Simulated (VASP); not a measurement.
# Si5N (F-43m) in VASP: a series of runs

Si5N is run at these levels: PBE; tasks: single point.

Everything below comes from runs of VASP 6.6.1. Logs are shortened: lines on timing, memory, paths and dates and some standing lists are left out, and cuts for length are marked.

## (1) The cell of the first run

Symmetry: F-43m, No. 216, cubic system. Conventional cell: a = 6.988 Å, b = 6.988 Å, c = 6.988 Å, α = 90.00°, β = 90.00°, γ = 90.00°. Within 3.2 Å of Si (site symmetry 3m) lie 9 Si at 2.46 to 2.90 Å and 3 N at 2.90 Å. Si (site symmetry -43m) has 12 Si at 2.90 Å and 4 N at 3.03 Å within 3.8 Å. N (site symmetry -43m) has 16 Si at 2.90 to 3.03 Å within 3.8 Å.

## (2) Single point, PBE, collinear spin, ferromagnetic start

The input, INCAR:

```
SYSTEM = Si5N
ALGO     = Normal         ! electronic algorithm
EDIFF    = 1E-6           ! SCF threshold, eV
ENCUT    = 520            ! plane-wave cutoff, eV
GGA      = PE             ! functional
ISIF     = 2              ! what is computed and relaxed
ISMEAR   = 0              ! smearing method
ISPIN    = 2              ! spin polarisation
LASPH    = .TRUE.         ! aspherical terms in the spheres
LCHARG   = .TRUE.         ! write CHGCAR
LELF     = .TRUE.         ! ELF
LORBIT   = 11             ! projections on sites
LREAL    = .FALSE.        ! projectors in reciprocal space
LVHAR    = .TRUE.       
LWAVE    = .FALSE.        ! write WAVECAR
MAGMOM   = 0 0 0 0 0 1    ! initial moments
NBANDS   = 26             ! bands
NELM     = 150            ! most SCF steps
PREC     = Accurate       ! precision mode
SIGMA    = 0.1            ! smearing width, eV
```

The input, KPOINTS:

```
k-points
0
G
  4 4 4
  0 0 0
```

The input, POSCAR:

```
Si5N
1.0
    0.0000000000      3.4938084718      3.4938084718
    3.4938084718      0.0000000000      3.4938084718
    3.4938084718      3.4938084718      0.0000000000
Si N
5 1
Direct
    0.1242795742      0.1242795742      0.1242795742
    0.1242795742      0.1242795742      0.6271612775
    0.1242795742      0.6271612775      0.1242795742
    0.6271612775      0.1242795742      0.1242795742
    0.5000000000      0.5000000000      0.5000000000
    0.7500000000      0.7500000000      0.7500000000
```

Potentials or basis: VASP PAW PBE potentials, release 64 (Si, N).

Run with:

```
> cat potpaw_PBE.64/Si/POTCAR potpaw_PBE.64/N/POTCAR > POTCAR
> mpirun -np 1 vasp_std > vasp.out
```

OUTCAR:

```text
SYSTEM = Si5N
   EDIFF = 1E-6
   ENCUT = 520
   GGA = PE
   ISIF = 2
   ISMEAR = 0
   ISPIN = 2
   LASPH = .TRUE.
   LORBIT = 11
   LREAL = .FALSE.
   NELM = 150
   PREC = Accurate

 ion  position               nearest neighbor table
   1  0.124  0.124  0.124-   2 2.46   3 2.46   4 2.46   4 2.48   3 2.48   2 2.48   5 2.90   5 2.90
                             5 2.90
   2  0.124  0.124  0.627-   1 2.46   3 2.46   4 2.46   3 2.48   4 2.48   1 2.48   5 2.90   5 2.90
                             5 2.90
   3  0.124  0.627  0.124-   1 2.46   2 2.46   4 2.46   4 2.48   2 2.48   1 2.48   5 2.90   5 2.90
                             5 2.90
   4  0.627  0.124  0.124-   1 2.46   2 2.46   3 2.46   3 2.48   2 2.48   1 2.48   5 2.90   5 2.90
                             5 2.90
   5  0.500  0.500  0.500-   2 2.90   3 2.90   4 2.90   1 2.90   1 2.90   1 2.90   4 2.90   4 2.90
                             3 2.90   3 2.90   2 2.90   2 2.90
   6  0.750  0.750  0.750-

  LATTYP: Found a face centered cubic cell.
 ALAT       =     6.9876169436

  Lattice vectors:

 A1 = (   0.0000000000,   3.4938084718,   3.4938084718)
 A2 = (   3.4938084718,   0.0000000000,   3.4938084718)
 A3 = (   3.4938084718,   3.4938084718,   0.0000000000)

Analysis of symmetry for initial positions (statically):
=====================================================================
 Subroutine PRICEL returns:
 Original cell was already a primitive cell.

 Routine SETGRP: Setting up the symmetry group for a
 face centered cubic supercell.

 Subroutine GETGRP returns: Found 24 space group operations
 (whereof 24 operations were pure point group operations)
 out of a pool of 48 trial point group operations.

The static configuration has the point symmetry T_d .

Analysis of symmetry for dynamics (positions and initial velocities):
=====================================================================
 Subroutine PRICEL returns:
 Original cell was already a primitive cell.

 Routine SETGRP: Setting up the symmetry group for a
 face centered cubic supercell.

 Subroutine GETGRP returns: Found 24 space group operations
 (whereof 24 operations were pure point group operations)
 out of a pool of 48 trial point group operations.

The dynamic configuration has the point symmetry T_d .

Analysis of structural, dynamic, and magnetic symmetry:
=====================================================================
 Subroutine PRICEL returns:
 Original cell was already a primitive cell.

 Routine SETGRP: Setting up the symmetry group for a
 face centered cubic supercell.

 Subroutine GETGRP returns: Found 24 space group operations
 (whereof 24 operations were pure point group operations)
 out of a pool of 48 trial point group operations.

The overall configuration has the point symmetry T_d .

 Subroutine INISYM returns: Found 24 space group operations
 (whereof 24 operations are pure point group operations),
 and found     1 'primitive' translations

----------------------------------------------------------------------------------------

                                     Primitive cell

  volume of cell :      85.2957

  direct lattice vectors                    reciprocal lattice vectors
     0.000000000  3.493808472  3.493808472    -0.143110306  0.143110306  0.143110306
     3.493808472  0.000000000  3.493808472     0.143110306 -0.143110306  0.143110306
     3.493808472  3.493808472  0.000000000     0.143110306  0.143110306 -0.143110306

  length of vectors
     4.940991325  4.940991325  4.940991325     0.247874321  0.247874321  0.247874321

  position of ions in fractional coordinates (direct lattice)
     0.124279574  0.124279574  0.124279574
     0.124279574  0.124279574  0.627161278
     0.124279574  0.627161278  0.124279574
     0.627161278  0.124279574  0.124279574
     0.500000000  0.500000000  0.500000000
     0.750000000  0.750000000  0.750000000

  ion indices of the primitive-cell ions
   primitive index   ion index
                 1           1
                 2           2
                 3           3
                 4           4
                 5           5
                 6           6

[... 32 lines left out ...]
  0.500000  0.250000  0.000000     24.000000
 -0.250000  0.250000  0.000000     12.000000
  0.500000  0.500000  0.000000      3.000000
 -0.250000  0.500000  0.250000      6.000000
   k-points           NKPTS =      8   k-points in BZ     NKDIM =      8   number of bands    NBANDS=     26
   number of dos      NEDOS =    301   number of ions     NIONS =      6
   total plane-waves  NPLWV =  64000
   dimension x,y,z NGX =    40 NGY =   40 NGZ =   40
   dimension x,y,z NGXF=    80 NGYF=   80 NGZF=   80
   ions per type =               5   1
   NGX,Y,Z   is equivalent  to a cutoff of  13.46, 13.46, 13.46 a.u.
   NGXF,Y,Z  is equivalent  to a cutoff of  26.92, 26.92, 26.92 a.u.
 SYSTEM =  Si5N
   PREC   = accura    normal or accurate (medium, high low for compatibility)
   ISTART =      0    job   : 0-new  1-cont  2-samecut
   ICHARG =      2    charge: 1-file 2-atom 10-const
   ISPIN  =      2    spin polarized calculation?
   LNONCOLLINEAR =      F non collinear calculations
   LSORBIT =      F    spin-orbit coupling
   LASPH  =      T    aspherical Exc in radial PAW
   ENCUT  =  520.0 eV  38.22 Ry    6.18 a.u.   9.19  9.19  9.19*2*pi/ulx,y,z
   NELM   =    150;   NELMIN=  2; NELMDL= -5     # of ELM steps
   EDIFF  = 0.1E-05   stopping-criterion for ELM
   LREAL  =      F    real-space projection
   EDIFFG = 0.1E-04   stopping-criterion for IOM
   NSW    =      0    number of steps for IOM
   IBRION =     -1    ionic relax: 0-MD 1-quasi-New 2-CG
   NFREE  =      0    steps in history (QN), initial steepest desc. (CG)
   ISIF   =      2    stress and relaxation
   ISYM   =      2    0-nonsym 1-usesym 2-fastsym
   POTIM  = 0.5000    time-step for ionic-motion
   TEBEG  =    0.0;   TEEND  =   0.0 temperature during run
   PSTRESS=    0.0 pullay stress
   NELECT =      25.0000    total number of electrons
   NUPDOWN=      -1.0000    fix difference up-down
   EMIN   =  10.00;   EMAX   =-10.00  energy-range for DOS
   EFERMI =   0.00;   METHOD = LEGACY
   ISMEAR =     0;   SIGMA  =   0.10  broadening in eV -4-tet -1-fermi 0-gaus
   EFERMI_NEDOS =   21; number of points for ismear=-14 and -15
   IALGO  =     38    algorithm
   IMIX   =      4    mixing-type and parameters
     AMIX     =   0.40;   BMIX     =  1.00
     AMIX_MAG =   1.60;   BMIX_MAG =  1.00
  volume/ion in A,a.u.               =      14.22        95.93
  Fermi-wavevector in a.u.,A,eV,Ry     =   1.087458  2.054997 16.089766  1.182564
  Thomas-Fermi vector in A             =   2.223618
   LORBIT       =     11    0 simple, 1 ext, 2 COOP (PROOUT), +10 PAW based schemes
   GGA     = PE    functional components
   LHFCALC =     F    Hartree Fock is set to
   AEXX    =    0.0000 exact exchange contribution
   IVDW    =     0    specifies the selected vdW correction
   LEPSILON=     F    determine dielectric tensor
   LRPA    =     F    only Hartree local field effects (RPA)
 spin polarized calculation
 Gauss-broadening in eV      SIGMA  =   0.10
  energy-cutoff  :      520.00
  volume of cell :       85.30
 maximum number of plane-waves:      2332
 NGX is ok and might be reduce to    40
   NGX = 19   NGY = 19   NGZ = 19

 number of electron      25.0000001 magnetization       0.1225205

 Free energy of the ion-electron system (eV)
  ---------------------------------------------------
  ext. energy  EPLUGINS =         0.00000000
  ---------------------------------------------------
  free energy    TOTEN  =       -28.12226641 eV

  energy without entropy =      -28.10175091  energy(sigma->0) =      -28.11200866

 E-fermi :   8.6845     XC(G=0): -10.9576

 val. band max:        8.6155583660   @ k =   0.5000   0.5000   0.0000
 cond. band min:       8.7112044393   @ k =   0.5000   0.2500   0.0000
 fundamental gap:      0.0956460733
 Fermi energy:         8.6845211568

 spin component 1

 k-point     1 :       0.0000    0.0000    0.0000
  band No.  band energies     occupation
      1      -6.1943      1.00000
      2      -2.7730      1.00000
      3       0.9443      1.00000
      4       3.3282      1.00000
      5       3.4614      1.00000
      6       3.4614      1.00000
[... 205 lines left out ...]
     23      14.6647      0.00000
     24      14.6896      0.00000
 Fermi energy:         8.6845211568

 spin component 2

 k-point     1 :       0.0000    0.0000    0.0000
  band No.  band energies     occupation
      1      -6.1498      1.00000
      2      -2.6463      1.00000
      3       0.9524      1.00000
      4       3.3365      1.00000
      5       3.4739      1.00000
      6       3.4739      1.00000
[... 205 lines left out ...]
     23      14.6649      0.00000
     24      14.6895      0.00000
 [bands above 24 left out]

------------------------ aborting loop because EDIFF is reached ----------------------------------------

  FORCE on cell =-STRESS in cart. coord.  units (eV):
  Direction    XX          YY          ZZ          XY          YZ          ZX
  --------------------------------------------------------------------------------------
  -------------------------------------------------------------------------------------
  Total       -0.0929507     -0.0929507     -0.0929507      0.0000000     -0.0000000      0.0000000
  in kB       -1.7459666     -1.7459666     -1.7459666      0.0000000     -0.0000000      0.0000000
  external PRESSURE =      -1.7459666 kB  Pullay stress =       0.0000000 kB

 VOLUME and BASIS-vectors are now :
 -----------------------------------------------------------------------------
  energy-cutoff  :      520.00
  volume of cell :       85.30
      direct lattice vectors                 reciprocal lattice vectors
     0.000000000  3.493808472  3.493808472    -0.143110306  0.143110306  0.143110306
     3.493808472  0.000000000  3.493808472     0.143110306 -0.143110306  0.143110306
     3.493808472  3.493808472  0.000000000     0.143110306  0.143110306 -0.143110306

 POSITION                                       TOTAL-FORCE (eV/Angst)
 -----------------------------------------------------------------------------------
      0.86842      0.86842      0.86842         0.009321      0.009321      0.009321
      2.62539      2.62539      0.86842        -0.009321     -0.009321      0.009321
      2.62539      0.86842      2.62539        -0.009321      0.009321     -0.009321
      0.86842      2.62539      2.62539         0.009321     -0.009321     -0.009321
      3.49381      3.49381      3.49381         0.000000      0.000000      0.000000
      5.24071      5.24071      5.24071         0.000000      0.000000      0.000000
 -----------------------------------------------------------------------------------
    total drift:                               -0.000000     -0.000000     -0.000000

  FREE ENERGIE OF THE ION-ELECTRON SYSTEM (eV)
  ---------------------------------------------------
  free  energy   TOTEN  =       -28.1222664086 eV

  energy  without entropy=      -28.1017509108  energy(sigma->0) =      -28.11200866

 total charge

# of ion       s       p       d       tot
------------------------------------------
    1        0.826   0.761   0.000   1.586
    2        0.826   0.761   0.000   1.586
    3        0.826   0.761   0.000   1.586
    4        0.826   0.761   0.000   1.586
    5        0.918   0.546   0.000   1.464
    6        1.354   2.008   0.000   3.362
--------------------------------------------------
tot          5.574   5.596   0.000  11.170

 magnetization (x)

# of ion       s       p       d       tot
------------------------------------------
    1        0.001   0.001   0.000   0.002
    2        0.001   0.001   0.000   0.002
    3        0.001   0.001   0.000   0.002
    4        0.001   0.001   0.000   0.002
    5        0.002  -0.001   0.000   0.001
    6        0.002   0.080   0.000   0.083
--------------------------------------------------
tot          0.010   0.083   0.000   0.093
```

Wall time 81 s (1 thread of Intel Xeon 6975P-C, shared host); peak memory 0.27 GiB.

Results:

```yaml
Free_energy: -28.1223 eV
Pressure: -0.2 GPa
Largest_force: 0.016 eV/Å
Net_moment: 0.12 μB per cell
Site_moments: Si +0.00; N +0.08 μB
Valence_electrons_inside_the_program's_atomic_spheres: Si 1.59, 1.46; N 3.36
```

Forces on the atoms (eV/Å):
```
Si   0.009  0.009  0.009
Si  -0.009 -0.009  0.009
Si  -0.009  0.009 -0.009
Si   0.009 -0.009 -0.009
Si   0.000  0.000  0.000
N    0.000  0.000  0.000
```

Caveat: the k points lie up to 0.39 Å⁻¹ apart.

## (3) Single point, PBE

This run uses another cell than the first one, of 14.26 Å³/atom, 1.003 times its volume.

The input, INCAR:

```
PREC = Accurate ; ENCUT = 520
EDIFF = 1E-6 ; ISMEAR = 0
SIGMA = 0.1 ; LREAL = F
LASPH = T ; NELM = 100
ALGO = Normal ; ISIF = 2
LWAVE = F ; LCHARG = F
GGA = PE ; NBANDS = 22
```

The input, KPOINTS:

```
Automatic mesh
0
Gamma
  10 10 10
```

The input, POSCAR:

```
Si5N
1.0
    0.0000000000      3.4976540847      3.4976540847
    3.4976540847      0.0000000000      3.4976540847
    3.4976540847      3.4976540847      0.0000000000
Si N
5 1
Direct
    0.8756982313      0.3729053060      0.8756982313
    0.8756982313      0.8756982313      0.8756982313
    0.3729053060      0.8756982313      0.8756982313
    0.8756982313      0.8756982313      0.3729053060
    0.5000000000      0.5000000000      0.5000000000
    0.2500000000      0.2500000000      0.2500000000
```

Potentials or basis: VASP PAW PBE potentials, release 64 (Si, N).

Run with:

```
> cat potpaw_PBE.64/Si/POTCAR potpaw_PBE.64/N/POTCAR > POTCAR
> mpirun -np 1 vasp_std > vasp.out
```

OUTCAR:

```text
PREC = Accurate
   ENCUT = 520
   EDIFF = 1E-6
   ISMEAR = 0
   LREAL = F
   LASPH = T
   NELM = 100
   ISIF = 2
   GGA = PE

 ion  position               nearest neighbor table
   1  0.876  0.373  0.876-   2 2.46   3 2.46   4 2.46   4 2.49   2 2.49   3 2.49   5 2.90   5 2.90
                             5 2.90
   2  0.876  0.876  0.876-   1 2.46   3 2.46   4 2.46   4 2.49   1 2.49   3 2.49   5 2.90   5 2.90
                             5 2.90
   3  0.373  0.876  0.876-   1 2.46   2 2.46   4 2.46   2 2.49   4 2.49   1 2.49   5 2.90   5 2.90
                             5 2.90
   4  0.876  0.876  0.373-   1 2.46   2 2.46   3 2.46   2 2.49   1 2.49   3 2.49   5 2.90   5 2.90
[... 812 lines left out ...]
  Total       -0.0265630     -0.0265630     -0.0265630     -0.0000000      0.0000000     -0.0000000
  in kB       -0.4973096     -0.4973096     -0.4973096     -0.0000000      0.0000000     -0.0000000
  external PRESSURE =      -0.4973096 kB  Pullay stress =       0.0000000 kB

 VOLUME and BASIS-vectors are now :
 -----------------------------------------------------------------------------
  energy-cutoff  :      520.00
  volume of cell :       85.58
      direct lattice vectors                 reciprocal lattice vectors
     0.000000000  3.497654085  3.497654085    -0.142952959  0.142952959  0.142952959
     3.497654085  0.000000000  3.497654085     0.142952959 -0.142952959  0.142952959
     3.497654085  3.497654085  0.000000000     0.142952959  0.142952959 -0.142952959

 POSITION                                       TOTAL-FORCE (eV/Angst)
 -----------------------------------------------------------------------------------
      4.36718      6.12578      4.36718         0.000841     -0.000841      0.000841
      6.12578      6.12578      6.12578        -0.000841     -0.000841     -0.000841
      6.12578      4.36718      4.36718        -0.000841      0.000841      0.000841
      4.36718      4.36718      6.12578         0.000841      0.000841     -0.000841
      3.49765      3.49765      3.49765         0.000000      0.000000      0.000000
      1.74883      1.74883      1.74883         0.000000      0.000000      0.000000
 -----------------------------------------------------------------------------------
    total drift:                                0.000000      0.000000      0.000000

  FREE ENERGIE OF THE ION-ELECTRON SYSTEM (eV)
  ---------------------------------------------------
  free  energy   TOTEN  =       -28.2005253019 eV

  energy  without entropy=      -28.1861846386  energy(sigma->0) =      -28.19335497
```

OSZICAR:

```text
N       E                     dE             d eps       ncg     rms          rms(c)
DAV:   1     0.501501940177E+02    0.50150E+02   -0.10248E+04  2068   0.958E+02
DAV:   2    -0.246457013309E+02   -0.74796E+02   -0.71021E+02  2644   0.152E+02
DAV:   3    -0.291223499830E+02   -0.44766E+01   -0.43727E+01  2664   0.330E+01
DAV:   4    -0.291840242900E+02   -0.61674E-01   -0.61622E-01  2428   0.434E+00
DAV:   5    -0.291848415479E+02   -0.81726E-03   -0.81715E-03  2660   0.450E-01    0.874E+00
DAV:   6    -0.302761285797E+02   -0.10913E+01   -0.29232E+01  2788   0.169E+01    0.115E+01
DAV:   7    -0.282102490945E+02    0.20659E+01   -0.11715E+01  2794   0.907E+00    0.320E+00
DAV:   8    -0.282050089545E+02    0.52401E-02   -0.54544E-01  2206   0.377E+00    0.970E-01
DAV:   9    -0.282010484803E+02    0.39605E-02   -0.28533E-02  2784   0.737E-01    0.321E-01
DAV:  10    -0.282005382702E+02    0.51021E-03   -0.39508E-03  2522   0.289E-01    0.107E-01
DAV:  11    -0.282005243450E+02    0.13925E-04   -0.27114E-04  2610   0.774E-02    0.469E-02
DAV:  12    -0.282005253560E+02   -0.10110E-05   -0.43689E-05  2528   0.321E-02    0.962E-03
DAV:  13    -0.282005253019E+02    0.54147E-07   -0.18039E-06  1682   0.826E-03
   1 F= -.28200525E+02 E0= -.28193355E+02  d E =-.143407E-01
```

stdout:

```text
POSCAR found type information on POSCAR SiN
 POSCAR found :  2 types and       6 ions
 scaLAPACK will be used
 LDA part: xc-table for (Slater+PW92), standard interpolation
 POSCAR, INCAR and KPOINTS ok, starting setup
 FFT: planning ... GRIDC
 FFT: planning ... GRID_SOFT
 FFT: planning ... GRID
 WAVECAR not read
 entering main loop
```

Wall time 87 s (1 thread of Intel Xeon 6975P-C, shared host); peak memory 0.26 GiB.

Results:

| Quantity | Value |
| --- | --- |
| Free energy | -28.2005 eV |
| Pressure | 0.0 GPa |
